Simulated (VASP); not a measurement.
# Ag2Pd (Fm-3m) in VASP: further runs

Runs on Ag2Pd. Level: PBE. Tasks: single point, relaxation of cell and atoms.

Everything below comes from runs of VASP 6.6.1. Logs are shortened: lines on timing, memory, paths and dates and some standing lists are left out, and cuts for length are marked.

**1. The cell of the first run**

The structure is cubic, space group Fm-3m (No. 225). The conventional cell has a = 5.933 Å, b = 5.933 Å, c = 5.933 Å, α = 90.00°, β = 90.00°, γ = 90.00°. Ag (site symmetry -43m) has 4 Pd at 2.57 Å and 6 Ag at 2.97 Å within 3.4 Å. Pd (site symmetry m-3m) has 8 Ag at 2.57 Å within 3.4 Å.

**2. Single point, PBE**

INCAR

```
ALGO = Normal
EDIFF = 1E-7
ENCUT = 520
GGA = PE
ISIF = 2
ISMEAR = 0
LASPH = True
LCHARG = False
LREAL = False
LWAVE = False
NBANDS = 23
NELM = 60
PREC = Accurate
SIGMA = 0.1
```

KPOINTS

```
k-points
0
Gamma
  6 6 6
```

POSCAR

```
Ag2Pd
1.0
    0.0000000000      2.9666952807      2.9666952807
    2.9666952807      0.0000000000      2.9666952807
    2.9666952807      2.9666952807      0.0000000000
Ag Pd
2 1
Direct
    0.2500000000      0.2500000000      0.2500000000
    0.7500000000      0.7500000000      0.7500000000
    0.0000000000      0.0000000000      0.0000000000
```

Potentials or basis: VASP PAW PBE potentials, release 64 (Ag, Pd).

Run with:

```
$ cat potpaw_PBE.64/Ag/POTCAR potpaw_PBE.64/Pd/POTCAR > POTCAR
$ mpirun -np 1 vasp_std > vasp.out
```

OUTCAR:

```text
EDIFF = 1E-7
   ENCUT = 520
   GGA = PE
   ISIF = 2
   ISMEAR = 0
   LASPH = True
   LREAL = False
   NELM = 60
   PREC = Accurate

 ion  position               nearest neighbor table
   1  0.250  0.250  0.250-   3 2.57   3 2.57   3 2.57   3 2.57   2 2.97   2 2.97   2 2.97   2 2.97
                             2 2.97   2 2.97
   2  0.750  0.750  0.750-   3 2.57   3 2.57   3 2.57   3 2.57   1 2.97   1 2.97   1 2.97   1 2.97
                             1 2.97   1 2.97
   3  0.000  0.000  0.000-   1 2.57   2 2.57   2 2.57   2 2.57   2 2.57   1 2.57   1 2.57   1 2.57

  LATTYP: Found a face centered cubic cell.
 ALAT       =     5.9333905614

  Lattice vectors:

 A1 = (   0.0000000000,   2.9666952807,   2.9666952807)
 A2 = (   2.9666952807,   0.0000000000,   2.9666952807)
 A3 = (   2.9666952807,   2.9666952807,   0.0000000000)

Analysis of symmetry for initial positions (statically):
=====================================================================
 Subroutine PRICEL returns:
 Original cell was already a primitive cell.

 Routine SETGRP: Setting up the symmetry group for a
 face centered cubic supercell.

 Subroutine GETGRP returns: Found 48 space group operations
 (whereof 48 operations were pure point group operations)
 out of a pool of 48 trial point group operations.

The static configuration has the point symmetry O_h .

Analysis of symmetry for dynamics (positions and initial velocities):
=====================================================================
 Subroutine PRICEL returns:
 Original cell was already a primitive cell.

 Routine SETGRP: Setting up the symmetry group for a
 face centered cubic supercell.

 Subroutine GETGRP returns: Found 48 space group operations
 (whereof 48 operations were pure point group operations)
 out of a pool of 48 trial point group operations.

The dynamic configuration has the point symmetry O_h .

 Subroutine INISYM returns: Found 48 space group operations
 (whereof 48 operations are pure point group operations),
 and found     1 'primitive' translations

----------------------------------------------------------------------------------------

                                     Primitive cell

  volume of cell :      52.2214

[... 75 lines left out ...]
   ISPIN  =      1    spin polarized calculation?
   LNONCOLLINEAR =      F non collinear calculations
   LSORBIT =      F    spin-orbit coupling
   LASPH  =      T    aspherical Exc in radial PAW
   ENCUT  =  520.0 eV  38.22 Ry    6.18 a.u.   7.80  7.80  7.80*2*pi/ulx,y,z
   NELM   =     60;   NELMIN=  2; NELMDL= -5     # of ELM steps
   EDIFF  = 0.1E-06   stopping-criterion for ELM
   LREAL  =      F    real-space projection
   EDIFFG = 0.1E-05   stopping-criterion for IOM
   NSW    =      0    number of steps for IOM
   IBRION =     -1    ionic relax: 0-MD 1-quasi-New 2-CG
   NFREE  =      0    steps in history (QN), initial steepest desc. (CG)
   ISIF   =      2    stress and relaxation
   ISYM   =      2    0-nonsym 1-usesym 2-fastsym
   POTIM  = 0.5000    time-step for ionic-motion
   TEBEG  =    0.0;   TEEND  =   0.0 temperature during run
   PSTRESS=    0.0 pullay stress
   NELECT =      32.0000    total number of electrons
   NUPDOWN=      -1.0000    fix difference up-down
   EMIN   =  10.00;   EMAX   =-10.00  energy-range for DOS
   EFERMI =   0.00;   METHOD = LEGACY
   ISMEAR =     0;   SIGMA  =   0.10  broadening in eV -4-tet -1-fermi 0-gaus
   EFERMI_NEDOS =   21; number of points for ismear=-14 and -15
   IALGO  =     38    algorithm
   IMIX   =      4    mixing-type and parameters
     AMIX     =   0.40;   BMIX     =  1.00
     AMIX_MAG =   1.60;   BMIX_MAG =  1.00
  volume/ion in A,a.u.               =      17.41       117.47
  Fermi-wavevector in a.u.,A,eV,Ry     =   1.390514  2.627690 26.307244  1.933528
  Thomas-Fermi vector in A             =   2.514441
   LORBIT       =      0    0 simple, 1 ext, 2 COOP (PROOUT), +10 PAW based schemes
   GGA     = PE    functional components
   LHFCALC =     F    Hartree Fock is set to
   AEXX    =    0.0000 exact exchange contribution
   IVDW    =     0    specifies the selected vdW correction
   LEPSILON=     F    determine dielectric tensor
   LRPA    =     F    only Hartree local field effects (RPA)
 non-spin polarized calculation
 Gauss-broadening in eV      SIGMA  =   0.10
  energy-cutoff  :      520.00
  volume of cell :       52.22
 maximum number of plane-waves:      1420
   NGX = 15   NGY = 15   NGZ = 15

 number of electron      32.0000007 magnetization

 Free energy of the ion-electron system (eV)
  ---------------------------------------------------
  ext. energy  EPLUGINS =         0.00000000
  ---------------------------------------------------
  free energy    TOTEN  =        -9.39111749 eV

  energy without entropy =       -9.38421655  energy(sigma->0) =       -9.38766702

 E-fermi :   7.7397     XC(G=0): -11.9004

 val. band max:        7.7391026113   @ k =  -0.3333   0.3333   0.1667
 cond. band min:       7.8528777543   @ k =   0.5000   0.0000   0.0000
 fundamental gap:      0.1137751430
 Fermi energy:         7.7396796930

 k-point     1 :       0.0000    0.0000    0.0000
  band No.  band energies     occupation
      1       0.8253      2.00000
      2       1.8477      2.00000
      3       1.8477      2.00000
      4       2.6901      2.00000
      5       2.6901      2.00000
      6       2.6901      2.00000
[... 405 lines left out ...]
     22      20.8350      0.00000
     23      21.4650      0.00000

------------------------ aborting loop because EDIFF is reached ----------------------------------------

  FORCE on cell =-STRESS in cart. coord.  units (eV):
  Direction    XX          YY          ZZ          XY          YZ          ZX
  --------------------------------------------------------------------------------------
  -------------------------------------------------------------------------------------
  Total        6.2897242      6.2897242      6.2897242     -0.0000000      0.0000000      0.0000000
  in kB      192.9715865    192.9715865    192.9715865     -0.0000000      0.0000000      0.0000000
  external PRESSURE =     192.9715865 kB  Pullay stress =       0.0000000 kB

 VOLUME and BASIS-vectors are now :
 -----------------------------------------------------------------------------
  energy-cutoff  :      520.00
  volume of cell :       52.22
      direct lattice vectors                 reciprocal lattice vectors
     0.000000000  2.966695281  2.966695281    -0.168537700  0.168537700  0.168537700
     2.966695281  0.000000000  2.966695281     0.168537700 -0.168537700  0.168537700
     2.966695281  2.966695281  0.000000000     0.168537700  0.168537700 -0.168537700

 POSITION                                       TOTAL-FORCE (eV/Angst)
 -----------------------------------------------------------------------------------
      1.48335      1.48335      1.48335         0.000000      0.000000      0.000000
      4.45004      4.45004      4.45004        -0.000000     -0.000000     -0.000000
      0.00000      0.00000      0.00000        -0.000000     -0.000000      0.000000
 -----------------------------------------------------------------------------------
    total drift:                                0.000000     -0.000000      0.000000

  FREE ENERGIE OF THE ION-ELECTRON SYSTEM (eV)
  ---------------------------------------------------
  free  energy   TOTEN  =        -9.3911174870 eV

  energy  without entropy=       -9.3842165492  energy(sigma->0) =       -9.38766702
```

OSZICAR:

```text
N       E                     dE             d eps       ncg     rms          rms(c)
DAV:   1     0.203083562957E+03    0.20308E+03   -0.15848E+04   736   0.134E+03
DAV:   2    -0.663768076948E+01   -0.20972E+03   -0.19508E+03   764   0.308E+02
DAV:   3    -0.101941070232E+02   -0.35564E+01   -0.35380E+01   897   0.466E+01
DAV:   4    -0.102183738799E+02   -0.24267E-01   -0.24265E-01   813   0.353E+00
DAV:   5    -0.102188713232E+02   -0.49744E-03   -0.49744E-03   897   0.569E-01    0.123E+01
DAV:   6    -0.951058705468E+01    0.70828E+00   -0.26349E+00   799   0.278E+01    0.889E+00
DAV:   7    -0.942439416330E+01    0.86193E-01   -0.51459E-01   827   0.110E+01    0.451E+00
DAV:   8    -0.939439395378E+01    0.30000E-01   -0.40681E-02   813   0.410E+00    0.208E+00
DAV:   9    -0.939113368563E+01    0.32603E-02   -0.62524E-03   834   0.928E-01    0.757E-02
DAV:  10    -0.939111874084E+01    0.14945E-04   -0.27710E-04   834   0.208E-01    0.560E-02
DAV:  11    -0.939111920662E+01   -0.46578E-06   -0.70517E-05   813   0.119E-01    0.629E-03
DAV:  12    -0.939111827109E+01    0.93552E-06   -0.20451E-06   876   0.172E-02    0.317E-03
DAV:  13    -0.939111748172E+01    0.78938E-06   -0.20969E-07   696   0.401E-03    0.764E-04
DAV:  14    -0.939111748703E+01   -0.53155E-08   -0.10997E-08   466   0.922E-04
   1 F= -.93911175E+01 E0= -.93876670E+01  d E =-.690094E-02
```

stdout:

```text
POSCAR found type information on POSCAR AgPd
 POSCAR found :  2 types and       3 ions
 scaLAPACK will be used
 LDA part: xc-table for (Slater+PW92), standard interpolation
 POSCAR, INCAR and KPOINTS ok, starting setup
 FFT: planning ... GRIDC
 FFT: planning ... GRID_SOFT
 FFT: planning ... GRID
 WAVECAR not read
 entering main loop
```

It took 15 s on 1 thread of Intel Xeon 6975P-C, shared host; peak memory 0.18 GiB.

What came out:

```
Free energy            : -9.3911 eV
Pressure               : 19.3 GPa
Band gap on the k mesh : zero (band 16 reaches 8.18 eV, above the bottom of band 17 at 7.74 eV)
```

**3. Single point, PBE**

This run uses another cell than the first one, of 20.26 Å³/atom, 1.164 times its volume.

INCAR

```
  PREC = Accurate
  ENCUT = 520
  EDIFF = 1E-7
  ISMEAR = 0
  SIGMA = 0.1
  LREAL = F
  LASPH = T
  NELM = 100
  ALGO = Normal
  ISIF = 2
  LWAVE = F
  LCHARG = F
  GGA = PE
  NBANDS = 23
```

KPOINTS

```
regular mesh
0
Gamma
  6 6 6
```

POSCAR

```
Ag2Pd
1.0
    0.0000000000      3.1206596832      3.1206596832
    3.1206596832      0.0000000000      3.1206596832
    3.1206596832      3.1206596832      0.0000000000
Ag Pd
2 1
Direct
    0.2500000000      0.2500000000      0.2500000000
    0.7500000000      0.7500000000      0.7500000000
    0.0000000000      0.0000000000      0.0000000000
```

Potentials or basis: VASP PAW PBE potentials, release 64 (Ag, Pd).

Run with:

```
$ cat potpaw_PBE.64/Ag/POTCAR potpaw_PBE.64/Pd/POTCAR > POTCAR
$ mpirun -np 1 vasp_std > vasp.out
```

Run time: 25 s. Hardware: 1 thread of Intel Xeon 6975P-C, shared host; peak memory 0.2 GiB.

The run converged. Its results:

* Free energy: -9.8386 eV
* Pressure: 0.2 GPa
* Band gap on the k mesh: zero (band 16 reaches 6.13 eV, above the bottom of band 17 at 5.76 eV)

Levels at points of the mesh, in eV from the Fermi level:
```tsv
k point	band 12	band 13	band 14	band 15	band 16	band 17	band 18	band 19	band 20	band 21
(0.00, 0.00, 0.00)	-1.63	-1.63	-1.63	-0.97	-0.97	7.97	7.97	7.97	8.32	9.37
(0.50, 0.00, 0.00)	-1.91	-1.38	-1.38	-0.91	-0.91	0.04	6.29	6.29	8.12	8.70
(0.50, 0.50, 0.00)	-1.73	-1.62	-0.81	-0.81	-0.19	0.45	2.30	2.30	5.86	7.59
```

(Part 1 of 3 ends here.)
